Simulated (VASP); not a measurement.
Set up this calculation in VASP 6.6.1, as the native input.

- Task: single point
- Functional: LDA
- Potentials or basis: VASP PAW LDA potentials, release 64 (Ga_d, Sb)
- Cutoff: 520 eV
- k mesh: 16 × 16 × 16
- Occupations: gaussian, width 0.15 eV
- Spin: no spin polarisation
- Dipole correction: no
- Further INCAR settings: ALGO = Normal; EDIFF = 1e-07; NBANDS = 16

The structure of GaSb lies in POSCAR:

```
GaSb
1.0
   -2.8158500000      2.8158500000      1.6617500000
    2.8158500000     -2.8158500000      1.6617500000
    2.8158500000      2.8158500000     -1.6617500000
Ga Sb
1 1
Direct
    0.2500000000      0.7500000000      0.5000000000
    0.0000000000      0.0000000000      0.0000000000
```

These files were run (other wordings do the same):

INCAR

```
PREC = Accurate ; ENCUT = 520
EDIFF = 1E-7 ; ISMEAR = 0
SIGMA = 0.15 ; LREAL = False
LASPH = True ; NELM = 100
ALGO = Normal ; ISIF = 2
LWAVE = False ; LCHARG = False
GGA = CA ; NBANDS = 16
```

KPOINTS

```
regular mesh
0
Gamma
  16 16 16
```

Potentials or basis: VASP PAW LDA potentials, release 64 (Ga_d, Sb).

Run with:

```bash
$ cat potpaw_LDA.64/Ga_d/POTCAR potpaw_LDA.64/Sb/POTCAR > POTCAR
$ mpirun -np 1 vasp_std > vasp.out
```

It gave:

```
Pressure               : -7.2 GPa
Band gap on the k mesh : zero (bands 9 and 10 overlap by 4.43 eV)
```

Caveat: the cell stands under tension; spin-orbit coupling is left out, which moves the levels of the heavy elements.

Wall time 3.6 min on 1 thread of Intel(R) Xeon(R) Platinum 8488C (Sapphire Rapids), with other jobs on the host, peak memory 0.4 GiB.
